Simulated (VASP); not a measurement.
# Ag (P6_3/mmc) in VASP: a series of runs, part 2 of 2

VASP 6.6.1.

### 3 Single point, r2SCAN (strain -0.025 along x and y, +0.000 along z)

The input, POSCAR:

```
Ag
1.0
    2.8311033715      0.0000000000      0.0000000000
   -1.4155516857      2.4518074404      0.0000000000
    0.0000000000      0.0000000000      4.7478463288
Ag
2
Direct
    0.3333333333      0.6666666667      0.2500000000
    0.6666666667      0.3333333333      0.7500000000
```

The input, INCAR.step1:

```
PREC = Accurate ; ENCUT = 520
ISMEAR = 0 ; SIGMA = 0.15
LREAL = F ; LASPH = T
NELM = 60 ; NBANDS = 18
GGA = PE ; ALGO = Normal
EDIFF = 1E-4 ; LWAVE = T
LCHARG = F
```

The input, INCAR.step2:

```
PREC = Accurate ; ENCUT = 520
EDIFF = 1E-7 ; ISMEAR = 0
SIGMA = 0.15 ; LREAL = F
LASPH = T ; NELM = 60
ALGO = Normal ; ISIF = 2
LWAVE = F ; LCHARG = F
METAGGA = R2SCAN ; LMIXTAU = T
NBANDS = 18 ; ISTART = 1
```

The input, KPOINTS:

```
regular mesh
0
Gamma
  24 24 14
```

Potentials or basis: VASP PAW PBE potentials, release 64 (Ag).

Command:

```sh
$ cat potpaw_PBE.64/Ag/POTCAR > POTCAR
$ cp INCAR.step1 INCAR
$ mpirun -np 1 vasp_std > vasp.out
$ cp INCAR.step2 INCAR
$ mpirun -np 1 vasp_std > vasp.out
```

OUTCAR:

```text
PREC = Accurate
   ENCUT = 520
   EDIFF = 1E-7
   ISMEAR = 0
   LREAL = F
   LASPH = T
   NELM = 60
   ISIF = 2
   METAGGA = R2SCAN
   ISTART = 1

 ion  position               nearest neighbor table
   1  0.333  0.667  0.250-   2 2.88   2 2.88   2 2.88   2 2.88   2 2.88   2 2.88
   2  0.667  0.333  0.750-   1 2.88   1 2.88   1 2.88   1 2.88   1 2.88   1 2.88

  LATTYP: Found a hexagonal cell.
 ALAT       =     2.8311033715
 C/A-ratio  =     1.6770303679

  Lattice vectors:

 A1 = (   2.8311033715,   0.0000000000,   0.0000000000)
 A2 = (  -1.4155516857,   2.4518074404,   0.0000000000)
 A3 = (   0.0000000000,   0.0000000000,   4.7478463288)

Analysis of symmetry for initial positions (statically):
=====================================================================
 Subroutine PRICEL returns:
 Original cell was already a primitive cell.

 Routine SETGRP: Setting up the symmetry group for a
 hexagonal supercell.

 Subroutine GETGRP returns: Found 24 space group operations
 (whereof 12 operations were pure point group operations)
 out of a pool of 24 trial point group operations.

The static configuration has the point symmetry D_3d.
 The point group associated with its full space group is D_6h.

Analysis of symmetry for dynamics (positions and initial velocities):
=====================================================================
 Subroutine PRICEL returns:
 Original cell was already a primitive cell.

 Routine SETGRP: Setting up the symmetry group for a
 hexagonal supercell.

 Subroutine GETGRP returns: Found 24 space group operations
 (whereof 12 operations were pure point group operations)
 out of a pool of 24 trial point group operations.

The dynamic configuration has the point symmetry D_3d.
 The point group associated with its full space group is D_6h.

 Subroutine INISYM returns: Found 24 space group operations
 (whereof 12 operations are pure point group operations),
 and found     1 'primitive' translations

----------------------------------------------------------------------------------------

                                     Primitive cell

  volume of cell :      32.9563

  direct lattice vectors                    reciprocal lattice vectors
     2.831103371  0.000000000  0.000000000     0.353219176  0.203931186  0.000000000
    -1.415551686  2.451807440  0.000000000     0.000000000  0.407862373  0.000000000
     0.000000000  0.000000000  4.747846329     0.000000000  0.000000000  0.210621813

  length of vectors
     2.831103371  2.831103371  4.747846329     0.407862373  0.407862373  0.210621813

  position of ions in fractional coordinates (direct lattice)
     0.333333333  0.666666667  0.250000000
     0.666666667  0.333333333  0.750000000

  ion indices of the primitive-cell ions
   primitive index   ion index
                 1           1
                 2           2

----------------------------------------------------------------------------------------

 KPOINTS: regular mesh

Automatic generation of k-mesh.
 Grid dimensions read from file:
 generate k-points for:   24   24   14

 Generating k-lattice:

  Cartesian coordinates                     Fractional coordinates (reciprocal lattice)
     0.014717466  0.008497133  0.000000000     0.041666667  0.000000000  0.000000000
     0.000000000  0.016994266  0.000000000     0.000000000  0.041666667  0.000000000
     0.000000000  0.000000000  0.015044415     0.000000000  0.000000000  0.071428571

  Length of vectors
     0.016994266  0.016994266  0.015044415

  Shift w.r.t. Gamma in fractional coordinates (k-lattice)
     0.000000000  0.000000000  0.000000000

 Subroutine IBZKPT returns following result:
 ===========================================

 Found    488 irreducible k-points:

 Following reciprocal coordinates:
            Coordinates               Weight
  0.000000  0.000000  0.000000      1.000000
  0.041667  0.000000  0.000000      6.000000
  0.083333  0.000000  0.000000      6.000000
  0.125000  0.000000  0.000000      6.000000
  0.166667  0.000000  0.000000      6.000000
  0.208333  0.000000  0.000000      6.000000
[... 16 lines left out ...]
  0.416667  0.041667  0.000000     12.000000
  0.458333  0.041667  0.000000     12.000000
 [... further k-points ...]
   k-points           NKPTS =    488   k-points in BZ     NKDIM =    488   number of bands    NBANDS=     18
   number of dos      NEDOS =    301   number of ions     NIONS =      2
   total plane-waves  NPLWV =  20736
   dimension x,y,z NGX =    24 NGY =   24 NGZ =   36
   dimension x,y,z NGXF=    48 NGYF=   48 NGZF=   72
   ions per type =               2
   NGX,Y,Z   is equivalent  to a cutoff of  14.09, 14.09, 12.61 a.u.
   NGXF,Y,Z  is equivalent  to a cutoff of  28.19, 28.19, 25.21 a.u.
 SYSTEM =  unknown system
   PREC   = accura    normal or accurate (medium, high low for compatibility)
   ISTART =      1    job   : 0-new  1-cont  2-samecut
   ICHARG =      0    charge: 1-file 2-atom 10-const
   ISPIN  =      1    spin polarized calculation?
   LNONCOLLINEAR =      F non collinear calculations
   LSORBIT =      F    spin-orbit coupling
   LASPH  =      T    aspherical Exc in radial PAW
   ENCUT  =  520.0 eV  38.22 Ry    6.18 a.u.   5.26  5.26  8.83*2*pi/ulx,y,z
   NELM   =     60;   NELMIN=  2; NELMDL=  0     # of ELM steps
   EDIFF  = 0.1E-06   stopping-criterion for ELM
   LREAL  =      F    real-space projection
   EDIFFG = 0.1E-05   stopping-criterion for IOM
   NSW    =      0    number of steps for IOM
   IBRION =     -1    ionic relax: 0-MD 1-quasi-New 2-CG
   NFREE  =      0    steps in history (QN), initial steepest desc. (CG)
   ISIF   =      2    stress and relaxation
   ISYM   =      2    0-nonsym 1-usesym 2-fastsym
   POTIM  = 0.5000    time-step for ionic-motion
   TEBEG  =    0.0;   TEEND  =   0.0 temperature during run
   PSTRESS=    0.0 pullay stress
   NELECT =      22.0000    total number of electrons
   NUPDOWN=      -1.0000    fix difference up-down
   EMIN   =  10.00;   EMAX   =-10.00  energy-range for DOS
   EFERMI =   0.00;   METHOD = LEGACY
   ISMEAR =     0;   SIGMA  =   0.15  broadening in eV -4-tet -1-fermi 0-gaus
   EFERMI_NEDOS =   21; number of points for ismear=-14 and -15
   IALGO  =     38    algorithm
   IMIX   =      4    mixing-type and parameters
     AMIX     =   0.40;   BMIX     =  1.00
     AMIX_MAG =   1.60;   BMIX_MAG =  1.00
  volume/ion in A,a.u.               =      16.48       111.20
  Fermi-wavevector in a.u.,A,eV,Ry     =   1.430769  2.703761 27.852480  2.047100
  Thomas-Fermi vector in A             =   2.550578
   LORBIT       =      0    0 simple, 1 ext, 2 COOP (PROOUT), +10 PAW based schemes
   METAGGA = R2SCAN    functional components
   LHFCALC =     F    Hartree Fock is set to
   AEXX    =    0.0000 exact exchange contribution
   IVDW    =     0    specifies the selected vdW correction
   LEPSILON=     F    determine dielectric tensor
   LRPA    =     F    only Hartree local field effects (RPA)
 non-spin polarized calculation
 Gauss-broadening in eV      SIGMA  =   0.15
  energy-cutoff  :      520.00
  volume of cell :       32.96
 maximum number of plane-waves:       902
 NGX is ok and might be reduce to    24
   NGX = 11   NGY = 11   NGZ = 17

 number of electron      22.0000001 magnetization

 Free energy of the ion-electron system (eV)
  ---------------------------------------------------
  ext. energy  EPLUGINS =         0.00000000
  ---------------------------------------------------
  free energy    TOTEN  =       -42.67463921 eV

  energy without entropy =      -42.66848518  energy(sigma->0) =      -42.67156220

 E-fermi :   8.9537     XC(G=0): -13.2059

 val. band max:        8.9195355052   @ k =   0.2917   0.1250   0.4286
 cond. band min:       8.9545342010   @ k =   0.2500   0.1250   0.3571
 fundamental gap:      0.0349986957
 Fermi energy:         8.9537292060

 k-point     1 :       0.0000    0.0000    0.0000
  band No.  band energies     occupation
      1       0.6885      2.00000
      2       1.9318      2.00000
      3       3.5172      2.00000
      4       3.7283      2.00000
      5       3.7283      2.00000
      6       3.9630      2.00000
[... 10 lines left out ...]
     17      28.8205      0.00000
     18      28.8206      0.00000
[... 463 lines left out ...]
 k-point    24 :       0.4583    0.0417    0.0000
  band No.  band energies     occupation
      1       1.9925      2.00000
      2       2.3759      2.00000
      3       2.3910      2.00000
      4       3.7235      2.00000
      5       3.9238      2.00000
      6       4.1753      2.00000
[... 10 lines left out ...]
     17      20.3045      0.00000
     18      25.5226      0.00000

 [... further k-points ...]

------------------------ aborting loop because EDIFF is reached ----------------------------------------

  FORCE on cell =-STRESS in cart. coord.  units (eV):
  Direction    XX          YY          ZZ          XY          YZ          ZX
  --------------------------------------------------------------------------------------
  -------------------------------------------------------------------------------------
  Total        1.4668741      1.4668741      0.8954097      0.0000000      0.0000000      0.0000000
  in kB       71.3123397     71.3123397     43.5304958      0.0000000      0.0000000      0.0000000
  external PRESSURE =      62.0517251 kB  Pullay stress =       0.0000000 kB

 VOLUME and BASIS-vectors are now :
 -----------------------------------------------------------------------------
  energy-cutoff  :      520.00
  volume of cell :       32.96
      direct lattice vectors                 reciprocal lattice vectors
     2.831103371  0.000000000  0.000000000     0.353219176  0.203931186  0.000000000
    -1.415551686  2.451807440  0.000000000     0.000000000  0.407862373  0.000000000
     0.000000000  0.000000000  4.747846329     0.000000000  0.000000000  0.210621813

 POSITION                                       TOTAL-FORCE (eV/Angst)
 -----------------------------------------------------------------------------------
     -0.00000      1.63454      1.18696         0.000000      0.000000      0.000000
      1.41555      0.81727      3.56088        -0.000000     -0.000000      0.000000
 -----------------------------------------------------------------------------------
    total drift:                               -0.000000      0.000000     -0.000000

  FREE ENERGIE OF THE ION-ELECTRON SYSTEM (eV)
  ---------------------------------------------------
  free  energy   TOTEN  =       -42.6746392083 eV

  energy  without entropy=      -42.6684851849  energy(sigma->0) =      -42.67156220
```

Run time: 19 min. Hardware: 1 thread of Intel Xeon 8259CL, shared host; peak memory 0.35 GiB.

Results:

```yaml
Free_energy: -42.6746 eV
Pressure: 6.2 GPa
Band_gap_on_the_k_mesh: zero (bands 11 and 12 overlap by 8.27 eV)
```

Caveat: the cell differs from its parent crystal (strain -0.025 along x and y, +0.000 along z); the cell stands under pressure; the PAW data sets were made with another functional, which shifts forces and pressure a little.

The gap in the log of VASP goes by the Fermi energy; the results here count the filled bands.